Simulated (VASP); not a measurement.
# PdPt2 (P4/mmm) in VASP: further runs

Runs on PdPt2. Level: PBE. Tasks: single point, relaxation of cell and atoms.

Program: VASP 6.6.1. These are calculated values, not measurements. Logs are shortened: lines on timing, memory, paths and dates and some standing lists are left out, and cuts for length are marked.

### Step 1. The cell of the first run

The structure is tetragonal, space group P4/mmm (No. 123). The conventional cell has a = 2.721 Å, b = 2.721 Å, c = 6.646 Å, α = 90.00°, β = 90.00°, γ = 90.00°. Pd (site symmetry 4/mmm) has 4 Pd at 2.72 Å and 8 Pt at 2.80 Å within 3.6 Å. Pt (site symmetry 4mm) has 5 Pt at 2.57 to 2.72 Å and 4 Pd at 2.80 Å within 3.4 Å.

The cell was built from a structure type or drawn by symmetry, and may not be a known phase.

### Step 2. Single point, PBE

The input, INCAR:

```
PREC = Accurate
ENCUT = 520
EDIFF = 1E-7
ISMEAR = 0
SIGMA = 0.1
LREAL = False
LASPH = True
NELM = 60
ALGO = Fast
ISIF = 2
LWAVE = False
LCHARG = False
GGA = PE
NBANDS = 22
```

The input, KPOINTS:

```
Automatic mesh
0
Gamma
  16 16 8
```

The input, POSCAR:

```
PdPt2
1.0
    2.7206640607      0.0000000000      0.0000000000
    0.0000000000      2.7206640607      0.0000000000
    0.0000000000      0.0000000000      6.6463070804
Pd Pt
1 2
Direct
    0.0000000000      0.0000000000      0.0000000000
    0.5000000000      0.5000000000      0.3070317214
    0.5000000000      0.5000000000      0.6929682786
```

Potentials or basis: VASP PAW PBE potentials, release 64 (Pd, Pt).

Run with:

```
cat potpaw_PBE.64/Pd/POTCAR potpaw_PBE.64/Pt/POTCAR > POTCAR
mpirun -np 1 vasp_std > vasp.out
```

OUTCAR:

```text
PREC = Accurate
   ENCUT = 520
   EDIFF = 1E-7
   ISMEAR = 0
   LREAL = False
   LASPH = True
   NELM = 60
   ISIF = 2
   GGA = PE

 ion  position               nearest neighbor table
   1  0.000  0.000  0.000-   2 2.80   3 2.80   2 2.80   3 2.80   2 2.80   3 2.80   2 2.80   3 2.80

   2  0.500  0.500  0.307-   3 2.57   1 2.80   1 2.80   1 2.80   1 2.80
   3  0.500  0.500  0.693-   2 2.57   1 2.80   1 2.80   1 2.80   1 2.80

  LATTYP: Found a simple tetragonal cell.
 ALAT       =     2.7206640607
 C/A-ratio  =     2.4428988409

  Lattice vectors:

 A1 = (   2.7206640607,   0.0000000000,   0.0000000000)
 A2 = (   0.0000000000,   2.7206640607,   0.0000000000)
 A3 = (   0.0000000000,   0.0000000000,   6.6463070804)

Analysis of symmetry for initial positions (statically):
=====================================================================
 Subroutine PRICEL returns:
 Original cell was already a primitive cell.

 Routine SETGRP: Setting up the symmetry group for a
 simple tetragonal supercell.

 Subroutine GETGRP returns: Found 16 space group operations
 (whereof 16 operations were pure point group operations)
 out of a pool of 16 trial point group operations.

The static configuration has the point symmetry D_4h.

Analysis of symmetry for dynamics (positions and initial velocities):
=====================================================================
 Subroutine PRICEL returns:
 Original cell was already a primitive cell.

 Routine SETGRP: Setting up the symmetry group for a
 simple tetragonal supercell.

 Subroutine GETGRP returns: Found 16 space group operations
 (whereof 16 operations were pure point group operations)
 out of a pool of 16 trial point group operations.

The dynamic configuration has the point symmetry D_4h.

 Subroutine INISYM returns: Found 16 space group operations
 (whereof 16 operations are pure point group operations),
 and found     1 'primitive' translations

----------------------------------------------------------------------------------------

                                     Primitive cell

  volume of cell :      49.1961

  direct lattice vectors                    reciprocal lattice vectors
     2.720664061  0.000000000  0.000000000     0.367557323  0.000000000  0.000000000
     0.000000000  2.720664061  0.000000000     0.000000000  0.367557323  0.000000000
     0.000000000  0.000000000  6.646307080     0.000000000  0.000000000  0.150459494

  length of vectors
     2.720664061  2.720664061  6.646307080     0.367557323  0.367557323  0.150459494

  position of ions in fractional coordinates (direct lattice)
     0.000000000  0.000000000  0.000000000
     0.500000000  0.500000000  0.307031721
     0.500000000  0.500000000  0.692968279

  ion indices of the primitive-cell ions
   primitive index   ion index
                 1           1
                 2           2
                 3           3

----------------------------------------------------------------------------------------

 KPOINTS: Automatic mesh

Automatic generation of k-mesh.
 Grid dimensions read from file:
 generate k-points for:   16   16    8

 Generating k-lattice:

  Cartesian coordinates                     Fractional coordinates (reciprocal lattice)
     0.022972333  0.000000000  0.000000000     0.062500000  0.000000000  0.000000000
     0.000000000  0.022972333  0.000000000     0.000000000  0.062500000  0.000000000
     0.000000000  0.000000000  0.018807437     0.000000000  0.000000000  0.125000000

  Length of vectors
     0.022972333  0.022972333  0.018807437

  Shift w.r.t. Gamma in fractional coordinates (k-lattice)
     0.000000000  0.000000000  0.000000000

 Subroutine IBZKPT returns following result:
 ===========================================

 Found    225 irreducible k-points:

 Following reciprocal coordinates:
            Coordinates               Weight
  0.000000  0.000000  0.000000      1.000000
  0.062500  0.000000  0.000000      4.000000
  0.125000  0.000000  0.000000      4.000000
  0.187500  0.000000  0.000000      4.000000
  0.250000  0.000000  0.000000      4.000000
  0.312500  0.000000  0.000000      4.000000
[... 16 lines left out ...]
  0.437500  0.125000  0.000000      8.000000
  0.500000  0.125000  0.000000      4.000000
 [... further k-points ...]
   k-points           NKPTS =    225   k-points in BZ     NKDIM =    225   number of bands    NBANDS=     22
   number of dos      NEDOS =    301   number of ions     NIONS =      3
   total plane-waves  NPLWV =  20000
   dimension x,y,z NGX =    20 NGY =   20 NGZ =   50
   dimension x,y,z NGXF=    40 NGYF=   40 NGZF=  100
   ions per type =               1   2
   NGX,Y,Z   is equivalent  to a cutoff of  12.22, 12.22, 12.51 a.u.
   NGXF,Y,Z  is equivalent  to a cutoff of  24.44, 24.44, 25.01 a.u.
 SYSTEM =  unknown system
   PREC   = accura    normal or accurate (medium, high low for compatibility)
   ISTART =      0    job   : 0-new  1-cont  2-samecut
   ICHARG =      2    charge: 1-file 2-atom 10-const
   ISPIN  =      1    spin polarized calculation?
   LNONCOLLINEAR =      F non collinear calculations
   LSORBIT =      F    spin-orbit coupling
   LASPH  =      T    aspherical Exc in radial PAW
   ENCUT  =  520.0 eV  38.22 Ry    6.18 a.u.   5.06  5.06 12.36*2*pi/ulx,y,z
   NELM   =     60;   NELMIN=  2; NELMDL= -5     # of ELM steps
   EDIFF  = 0.1E-06   stopping-criterion for ELM
   LREAL  =      F    real-space projection
   EDIFFG = 0.1E-05   stopping-criterion for IOM
   NSW    =      0    number of steps for IOM
   IBRION =     -1    ionic relax: 0-MD 1-quasi-New 2-CG
   NFREE  =      0    steps in history (QN), initial steepest desc. (CG)
   ISIF   =      2    stress and relaxation
   ISYM   =      2    0-nonsym 1-usesym 2-fastsym
   POTIM  = 0.5000    time-step for ionic-motion
   TEBEG  =    0.0;   TEEND  =   0.0 temperature during run
   PSTRESS=    0.0 pullay stress
   NELECT =      30.0000    total number of electrons
   NUPDOWN=      -1.0000    fix difference up-down
   EMIN   =  10.00;   EMAX   =-10.00  energy-range for DOS
   EFERMI =   0.00;   METHOD = LEGACY
   ISMEAR =     0;   SIGMA  =   0.10  broadening in eV -4-tet -1-fermi 0-gaus
   EFERMI_NEDOS =   21; number of points for ismear=-14 and -15
   IALGO  =     68    algorithm
   IMIX   =      4    mixing-type and parameters
     AMIX     =   0.40;   BMIX     =  1.00
     AMIX_MAG =   1.60;   BMIX_MAG =  1.00
  volume/ion in A,a.u.               =      16.40       110.66
  Fermi-wavevector in a.u.,A,eV,Ry     =   1.388263  2.623437 26.222167  1.927275
  Thomas-Fermi vector in A             =   2.512406
   LORBIT       =      0    0 simple, 1 ext, 2 COOP (PROOUT), +10 PAW based schemes
   GGA     = PE    functional components
   LHFCALC =     F    Hartree Fock is set to
   AEXX    =    0.0000 exact exchange contribution
   IVDW    =     0    specifies the selected vdW correction
   LEPSILON=     F    determine dielectric tensor
   LRPA    =     F    only Hartree local field effects (RPA)
 non-spin polarized calculation
 RMM-DIIS sequential band-by-band and
 Gauss-broadening in eV      SIGMA  =   0.10
  energy-cutoff  :      520.00
  volume of cell :       49.20
 maximum number of plane-waves:      1352
   NGX = 11   NGY = 11   NGZ = 25

 number of electron      29.9999994 magnetization

 Free energy of the ion-electron system (eV)
  ---------------------------------------------------
  ext. energy  EPLUGINS =         0.00000000
  ---------------------------------------------------
  free energy    TOTEN  =       -17.02144755 eV

  energy without entropy =      -16.99380747  energy(sigma->0) =      -17.00762751

 E-fermi :   9.2455     XC(G=0): -12.7752

 val. band max:        9.2433503485   @ k =   0.0625   0.0625   0.3750
 cond. band min:       9.2456165109   @ k =   0.2500   0.2500   0.0000
 fundamental gap:      0.0022661625
 Fermi energy:         9.2454716189

 k-point     1 :       0.0000    0.0000    0.0000
  band No.  band energies     occupation
      1       0.8040      2.00000
      2       3.0937      2.00000
      3       3.2456      2.00000
      4       3.6842      2.00000
      5       4.4385      2.00000
      6       5.3170      2.00000
[... 14 lines left out ...]
     21      22.5906      0.00000
     22      22.5906      0.00000

 k-point     2 :       0.0625    0.0000    0.0000
  band No.  band energies     occupation
      1       0.9061      2.00000
      2       3.1884      2.00000
      3       3.3107      2.00000
      4       3.7499      2.00000
      5       4.4984      2.00000
      6       5.3474      2.00000
[... 14 lines left out ...]
     21      22.2806      0.00000
     22      22.7864      0.00000

 k-point     3 :       0.1250    0.0000    0.0000
  band No.  band energies     occupation
      1       1.2005      2.00000
      2       3.4203      2.00000
      3       3.4707      2.00000
      4       3.9657      2.00000
      5       4.7137      2.00000
      6       5.3059      2.00000
[... 14 lines left out ...]
     21      22.0826      0.00000
     22      23.3486      0.00000

 k-point     4 :       0.1875    0.0000    0.0000
  band No.  band energies     occupation
      1       1.6518      2.00000
      2       3.6478      2.00000
      3       3.6605      2.00000
      4       4.3201      2.00000
      5       5.0644      2.00000
      6       5.1667      2.00000
[... 14 lines left out ...]
     21      22.1041      0.00000
     22      23.0484      0.00000

 k-point     5 :       0.2500    0.0000    0.0000
  band No.  band energies     occupation
      1       2.2011      2.00000
      2       3.7665      2.00000
      3       3.8361      2.00000
      4       4.4466      2.00000
      5       5.1227      2.00000
      6       5.7548      2.00000
[... 417 lines left out ...]
 k-point    22 :       0.3750    0.1250    0.0000
  band No.  band energies     occupation
      1       3.5229      2.00000
      2       3.9634      2.00000
      3       4.0820      2.00000
      4       4.6453      2.00000
      5       5.7304      2.00000
      6       5.8201      2.00000
[... 14 lines left out ...]
     21      19.4319      0.00000
     22      23.0045      0.00000

 k-point    23 :       0.4375    0.1250    0.0000
  band No.  band energies     occupation
      1       3.6089      2.00000
      2       4.0057      2.00000
      3       4.0308      2.00000
      4       4.8321      2.00000
      5       5.6603      2.00000
      6       5.7107      2.00000
[... 14 lines left out ...]
     21      18.3488      0.00000
     22      23.4827      0.00000

 k-point    24 :       0.5000    0.1250    0.0000
  band No.  band energies     occupation
      1       3.5747      2.00000
      2       3.9768      2.00000
      3       4.1242      2.00000
      4       4.9225      2.00000
      5       5.6267      2.00000
      6       5.6302      2.00000
[... 14 lines left out ...]
     21      17.9052      0.00000
     22      23.7672      0.00000

 [... further k-points ...]

------------------------ aborting loop because EDIFF is reached ----------------------------------------

  FORCE on cell =-STRESS in cart. coord.  units (eV):
  Direction    XX          YY          ZZ          XY          YZ          ZX
  --------------------------------------------------------------------------------------
  -------------------------------------------------------------------------------------
  Total       -0.1220919     -0.1220919     -0.1054371      0.0000000      0.0000000      0.0000000
  in kB       -3.9761920     -3.9761920     -3.4337898      0.0000000      0.0000000      0.0000000
  external PRESSURE =      -3.7953913 kB  Pullay stress =       0.0000000 kB

 VOLUME and BASIS-vectors are now :
 -----------------------------------------------------------------------------
  energy-cutoff  :      520.00
  volume of cell :       49.20
      direct lattice vectors                 reciprocal lattice vectors
     2.720664061  0.000000000  0.000000000     0.367557323  0.000000000  0.000000000
     0.000000000  2.720664061  0.000000000     0.000000000  0.367557323  0.000000000
     0.000000000  0.000000000  6.646307080     0.000000000  0.000000000  0.150459494

 POSITION                                       TOTAL-FORCE (eV/Angst)
 -----------------------------------------------------------------------------------
      0.00000      0.00000      0.00000         0.000000     -0.000000      0.000000
      1.36033      1.36033      2.04063        -0.000000      0.000000     -0.000824
      1.36033      1.36033      4.60568         0.000000      0.000000      0.000824
 -----------------------------------------------------------------------------------
    total drift:                               -0.000000      0.000000      0.000000

  FREE ENERGIE OF THE ION-ELECTRON SYSTEM (eV)
  ---------------------------------------------------
  free  energy   TOTEN  =       -17.0214475527 eV

  energy  without entropy=      -16.9938074672  energy(sigma->0) =      -17.00762751
```

Wall time 94 s (1 thread of Intel Xeon 6975P-C (Granite Rapids), shared host); peak memory 0.33 GiB.

What came out:

```yaml
Free_energy: -17.0214 eV
Pressure: -0.4 GPa
Band_gap_on_the_k_mesh: zero (bands 15 and 16 overlap by 2.08 eV)
```

Caveat: spin-orbit coupling is left out, which moves the levels of the heavy elements.

### Step 3. Relaxation of cell and atoms, PBE

The input, INCAR:

```
PREC     = Accurate       # precision mode
ENCUT    = 600            # plane-wave cutoff, eV
EDIFF    = 1E-7           # SCF threshold, eV
ISMEAR   = 0              # smearing method
SIGMA    = 0.1            # smearing width, eV
LREAL    = F              # projectors in reciprocal space
LASPH    = T              # aspherical terms in the spheres
NELM     = 80             # most SCF steps
ALGO     = Fast           # electronic algorithm
ISIF     = 3              # what is computed and relaxed
LWAVE    = F              # write WAVECAR
LCHARG   = F              # write CHGCAR
GGA      = PE             # functional
IBRION   = 2              # ionic algorithm
NSW      = 100            # ionic steps
EDIFFG   = -0.01          # ionic threshold
```

KPOINTS is that of step 2.

The input, POSCAR:

```
PdPt2
1.0
    2.7351768374      0.0000000000      0.0000000000
    0.0000000000      2.7351768374      0.0000000000
    0.0000000000      0.0000000000      6.5687641448
Pd Pt
1 2
Direct
    0.0000000000      0.0000000000      0.0000000000
    0.5000000000      0.5000000000      0.3058637753
    0.5000000000      0.5000000000      0.6941362247
```

Potentials or basis: VASP PAW PBE potentials, release 64 (Pd, Pt).

Run with:

```
cat potpaw_PBE.64/Pd/POTCAR potpaw_PBE.64/Pt/POTCAR > POTCAR
mpirun -np 1 vasp_std > vasp.out
```

It took 7 min on 1 thread of Intel Xeon 6975P-C (Granite Rapids), shared host; peak memory 0.39 GiB.

Results (log left out):

```yaml
Free_energy: -17.0219 eV
Relaxed_volume: 16.37 Å³/atom
Relaxed_cell: a = 2.719 Å, b = 2.719 Å, c = 6.644 Å, α = 90.00°, β = 90.00°, γ = 90.00°
Space_group_after_relaxing_to_0.1_Å: P4/mmm (No. 123)
Energy_gained_by_relaxing: 1.6 meV/atom
Ionic_steps: 7
Pressure_after_relaxing: 0.0 GPa
Band_gap_on_the_k_mesh: zero (bands 15 and 16 overlap by 2.09 eV)
```

Forces in eV/Å, atoms in the order of the input:
```
Pd   0.000  0.000  0.000
Pt   0.000  0.000  0.002
Pt   0.000  0.000 -0.002
```

The path:
| step | energy change (eV) | largest force (eV/Å) | pressure (GPa) | volume (Å³) |
| --- | --- | --- | --- | --- |
| 1 | 0.0000 | 0.0150 | 0.06 | 49.14 |
| 2 | -0.0035 | 0.1306 | -0.23 | 49.18 |
| 3 | -0.0035 | 0.1246 | -0.22 | 49.18 |
| 4 | -0.0045 | 0.0442 | 0.32 | 49.03 |
| 5 | -0.0045 | 0.0341 | 0.40 | 49.01 |
| 6 | -0.0043 | 0.0455 | -0.53 | 49.24 |
| 7 | -0.0047 | 0.0022 | 0.00 | 49.11 |

Final structure:
```
CELL_PARAMETERS angstrom
2.71876 0.00000 0.00000
0.00000 2.71876 0.00000
0.00000 0.00000 6.64366
ATOMIC_POSITIONS crystal
Pd 0.00000 0.00000 0.00000
Pt 0.50000 0.50000 0.30703
Pt 0.50000 0.50000 0.69297
```

Levels at points of the mesh, in eV from the Fermi level:
| k point | band 11 | band 12 | band 13 | band 14 | band 15 | band 16 | band 17 | band 18 | band 19 |
| --- | --- | --- | --- | --- | --- | --- | --- | --- | --- |
| (0.00, 0.00, 0.00) | -1.95 | -1.72 | -1.28 | -1.01 | -0.02 | 0.02 | 0.28 | 0.28 | 9.88 |
| (0.50, 0.00, 0.00) | -1.96 | -0.85 | -0.54 | -0.45 | 0.83 | 1.34 | 1.51 | 2.66 | 3.56 |
| (0.50, 0.50, 0.00) | -0.35 | -0.04 | 0.18 | 1.21 | 1.31 | 3.33 | 3.33 | 8.13 | 8.72 |
| (0.00, 0.00, 0.50) | -1.00 | -0.74 | -0.74 | -0.61 | -0.61 | -0.16 | 0.14 | 1.14 | 6.62 |
| (0.50, 0.00, 0.50) | -1.72 | -1.60 | -0.66 | -0.57 | -0.08 | 0.10 | 2.58 | 2.98 | 3.57 |
| (0.50, 0.50, 0.50) | -0.77 | 0.18 | 0.81 | 1.21 | 1.31 | 5.65 | 5.65 | 6.22 | 6.22 |

Caveat: spin-orbit coupling is left out, which moves the levels of the heavy elements.
